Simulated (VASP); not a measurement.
Here is a VASP 6.6.1 calculation.

Contents of POSCAR:

```
SrTiO3
1.0
    3.9068515106      0.0000000000      0.0000000000
    0.0000000000      3.9068515106      0.0000000000
    0.0000000000      0.0000000000      3.8091802228
Sr Ti O
1 1 3
Direct
    0.0000000000      0.0000000000      0.0000000000
    0.5000000000      0.5000000000      0.5000000000
    0.5000000000      0.5000000000      0.0000000000
    0.5000000000      0.0000000000      0.5000000000
    0.0000000000      0.5000000000      0.5000000000
```

Contents of INCAR.step1:

```
  PREC = Accurate
  ENCUT = 520
  ISMEAR = 0
  SIGMA = 0.01
  LREAL = False
  LASPH = True
  NELM = 60
  NBANDS = 28
  GGA = PE
  ALGO = Normal
  EDIFF = 1E-4
  LWAVE = True
  LCHARG = False
```

INCAR.step2

```
  PREC = Accurate
  ENCUT = 520
  EDIFF = 1E-6
  ISMEAR = 0
  SIGMA = 0.01
  LREAL = False
  LASPH = True
  NELM = 60
  ALGO = Normal
  ISIF = 2
  LWAVE = False
  LCHARG = False
  METAGGA = R2SCAN
  LMIXTAU = True
  NBANDS = 28
  ISTART = 1
```

Contents of KPOINTS:

```
regular mesh
0
Gamma
  6 6 6
```

Potentials or basis: VASP PAW PBE potentials, release 64 (Sr_sv, Ti_sv, O).

Run with:

```console
$ cat potpaw_PBE.64/Sr_sv/POTCAR potpaw_PBE.64/Ti_sv/POTCAR potpaw_PBE.64/O/POTCAR > POTCAR
$ cp INCAR.step1 INCAR
$ mpirun -np 1 vasp_std > vasp.out
$ cp INCAR.step2 INCAR
$ mpirun -np 1 vasp_std > vasp.out
```

Task: Predict the band gap on the k mesh.

Result: 2.28 eV (least direct gap 2.65 eV).

Task: Predict the pressure.

Result: 6.3 GPa.

Stress tensor (GPa, compression positive):
```
 3.83  0.00  0.00
 0.00  3.83  0.00
 0.00  0.00 11.18
```

Caveat: the cell differs from its parent crystal (uniaxial z strain -2.5%); the cell stands under pressure; the PAW data sets were made with another functional, which shifts forces and pressure a little. A k mesh can miss the band edges.
